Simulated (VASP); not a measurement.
Write the native input for VASP 6.6.1 that does the following.

```
Task                   : relaxation of cell and atoms
Functional             : RPBE
Potentials or basis    : VASP PAW PBE potentials, release 64 (Bi_d, Pd, Te)
Cutoff                 : 500 eV
k mesh                 : 5 × 5 × 5
Occupations            : methfessel-paxton, width 0.0135 eV
Spin                   : no spin polarisation
Dipole correction      : no
Further INCAR settings : ALGO = Normal; EDIFF = 1e-07; IBRION = 2; EDIFFG = -0.01; NSW = 60; ISIF = 3
```

The structure of Bi2TePd2 lies in POSCAR:

```
Bi2TePd2
1.0
    3.9545050000      0.0000000000      0.0000000000
   -1.9772530000      3.4247070000      0.0000000000
   -1.9772530000      1.1415690000      9.1817980000
Bi Pd Te
2 2 1
Direct
    0.3980600000      0.6019400000      0.1941800000
    0.6019400000      0.3980600000      0.8058200000
    0.2116000000      0.7884000000      0.6348000000
    0.7884000000      0.2116000000      0.3652000000
    0.0000000000      0.0000000000      0.0000000000
```

These files were run (other wordings do the same):

INCAR

```
PREC = Accurate
ENCUT = 500
EDIFF = 1E-7
ISMEAR = 1
SIGMA = 0.0135
LREAL = F
LASPH = T
NELM = 120
ALGO = Normal
ISIF = 3
LWAVE = F
LCHARG = F
GGA = RP
IBRION = 2
NSW = 60
EDIFFG = -0.01
GGA_COMPAT = F
NELMIN = 4
```

KPOINTS

```
Automatic mesh
0
Gamma
  5 5 5
```

Potentials or basis: VASP PAW PBE potentials, release 64 (Bi_d, Pd, Te).

Launch:

```console
$ cat potpaw_PBE.64/Bi_d/POTCAR potpaw_PBE.64/Pd/POTCAR potpaw_PBE.64/Te/POTCAR > POTCAR
$ mpirun -np 1 vasp_std > vasp.out
```

It gave:

- Relaxed volume: 26.42 Å³/atom
- Relaxed cell: a = 4.400 Å, b = 4.400 Å, c = 8.278 Å, α = 74.59°, β = 105.41°, γ = 120.00°
- Space group after relaxing (to 0.1 Å): R-3m (No. 166)
- Energy gained by relaxing: 469.5 meV/atom
- Ionic steps: 52
- Pressure after relaxing: 0.0 GPa
- Largest force after relaxing: 0.007 eV/Å
- Band gap on the k mesh: zero (bands 28 and 29 overlap by 2.07 eV)

Caveat: the k points lie up to 0.33 Å⁻¹ apart in the final cell, too coarse for converged energies and pressures of a metal; the PAW data sets were made with another functional, which shifts forces and pressure a little; spin-orbit coupling is left out, which moves the levels of the heavy elements.

Run time: 27 min on 1 thread of Intel(R) Xeon(R) 6975P-C (Granite Rapids) (shared host), peak memory 0.31 GiB.
